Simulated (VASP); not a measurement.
A run of VASP 6.6.1:

File INCAR:

```
SYSTEM = Cl
PREC = Accurate
ENCUT = 600
EDIFF = 1E-7
ISMEAR = -1
SIGMA = 0.08
LREAL = .FALSE.
LASPH = .TRUE.
NELM = 60
ALGO = Normal
ISIF = 3
LWAVE = .FALSE.
LCHARG = .FALSE.
GGA = PS
IBRION = 2
NSW = 60
EDIFFG = -0.005
```

File KPOINTS:

```
regular mesh
0
G
  15 15 15
  0 0 0
```

File POSCAR:

```
Cl
1.0
   -1.7651741677      1.7651741677      1.7651741677
    1.7651741677     -1.7651741677      1.7651741677
    1.7651741677      1.7651741677     -1.7651741677
Cl
1
Direct
    0.0000000000      0.0000000000      0.0000000000
```

Potentials or basis: VASP PAW PBE potentials, release 64 (Cl).

Run with:

```sh
$ cat potpaw_PBE.64/Cl/POTCAR > POTCAR
$ mpirun -np 1 vasp_std > vasp.out
```

Hardware: 1 thread of AMD EPYC 7R13 Processor (Zen 3), with other jobs on the host.

**Question.** How long does it take, and how much memory?

**Answer.** Run time: 61 s on 1 thread of AMD EPYC 7R13 Processor (Zen 3) (shared host), peak memory 0.11 GiB. Counts: scf iterations 33, k points 120, ion steps 4.
